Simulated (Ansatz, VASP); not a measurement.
## One calculation of Al, two programs

The input INCAR:

```
SYSTEM = Al
ALGO = Fast ; EDIFF = 1E-6
ENCUT = 520 ; GGA = PE
ISIF = 2 ; ISMEAR = 0
IVDW = 12 ; LASPH = .TRUE.
LCHARG = .FALSE. ; LREAL = .FALSE.
LWAVE = .FALSE. ; NBANDS = 14
NELM = 80 ; PREC = Accurate
SIGMA = 0.15
```

The input KPOINTS:

```
k-points
0
G
  18 18 6
  0 0 0
```

POSCAR

```
Al
1.0
    2.8521199078      0.0000000000      0.0000000000
   -1.4260599539      2.4700082948      0.0000000000
    0.0000000000      0.0000000000      8.8184695430
Al
4
Direct
    0.0000000000      0.0000000000      0.0000000000
    0.3333333333      0.6666666667      0.2500000000
    0.0000000000      0.0000000000      0.5000000000
    0.6666666667      0.3333333333      0.7500000000
```

Input for Ansatz:

```yaml
crystal:
  lattice:
    - [2.8521199078, 0.0, 0.0]
    - [-1.4260599539, 2.4700082948, 0.0]
    - [0.0, 0.0, 8.818469543]
  atoms:
    - { symbol: Al, position: [0.0, 0.0, 0.0] }
    - { symbol: Al, position: [0.3333333333, 0.6666666667, 0.25] }
    - { symbol: Al, position: [0.0, 0.0, 0.5] }
    - { symbol: Al, position: [0.6666666667, 0.3333333333, 0.75] }
basis:
  ecutwfc: 420
kpoints:
  mp_grid: { grid: [18, 18, 6] }
hamiltonian:
  xc: pbe
  pseudopotentials: { kind: paw, azcp: { folder: soft_1 } }
  dispersion: d3bj
scf:
  occupations: { method: gaussian, width: 0.15 }
output:
  forces: true
  stress: true
  eigenvalues: true
```

Alike in both runs: task single point; functional PBE; dispersion D3(BJ); k mesh 18 × 18 × 6; occupations gaussian, width 0.15 eV; no spin polarisation.

|  | VASP | Ansatz |
| --- | --- | --- |
| version | VASP 6.6.1 | Ansatz 0.2.0 |
| potentials or method | VASP PAW PBE potentials, release 64 (Al), cutoff 520 eV | scalar-relativistic, plane waves, PAW |
| valence electrons in the cell | 12 | 12 |

|  | VASP | Ansatz | Ansatz less VASP |
| --- | --- | --- | --- |
| gap on the k mesh at the Fermi level (eV) | none | none | - |
| pressure (GPa) | 2.2 | 2.2 | 0.00 |
| traceless stress, the component that is largest in VASP (GPa) | 3.47 | 3.47 | -0.001 |

A gap of «none» marks a metal or a gap that the smearing closes.
